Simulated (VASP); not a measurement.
A run of VASP 6.6.1 is set up as follows.

File INCAR:

```
SYSTEM = Ta2SiO3
ALGO = Normal
EDIFF = 1E-6
ENCUT = 600
GGA = PE
GGA_COMPAT = .False.
ISIF = 2
ISMEAR = 0
LASPH = .True.
LCHARG = .False.
LREAL = .False.
LWAVE = .False.
NBANDS = 31
NELM = 120
PREC = Accurate
SIGMA = 0.15
```

Contents of KPOINTS:

```
k-points
0
Gamma
  3 3 2
  0 0 0
```

File POSCAR:

```
Ta2SiO3
1.0
    4.0738833971      0.0000000000      0.0000000000
    0.0000000000      4.0738833971      0.0000000000
    0.0000000000      0.0000000000      5.7009764699
Ta Si O
2 1 3
Direct
    0.5000000000      0.5000000000      0.0000000000
    0.5000000000      0.5000000000      0.5000000000
    0.0000000000      0.0000000000      0.5000000000
    0.5000000000      0.0000000000      0.5000000000
    0.0000000000      0.5000000000      0.5000000000
    0.0000000000      0.0000000000      0.0000000000
```

Potentials or basis: VASP PAW PBE potentials, release 64 (Ta_pv, Si, O).

The run is started by

```console
$ cat potpaw_PBE.64/Ta_pv/POTCAR potpaw_PBE.64/Si/POTCAR potpaw_PBE.64/O/POTCAR > POTCAR
$ mpirun -np 1 vasp_std > vasp.out
```

Task: What does it give for the band gap on the k mesh?

Result: Zero (bands 22 and 23 overlap by 1.29 eV).

Task: Estimate the pressure.

Result: 0.8 GPa.

Stress tensor (GPa, compression positive):
```
0.93 0.00 0.00
0.00 0.93 0.00
0.00 0.00 0.52
```

Caveat: the k points lie up to 0.55 Å⁻¹ apart, too coarse for converged energies and pressures of a metal; spin-orbit coupling is left out, which moves the levels of the heavy elements.
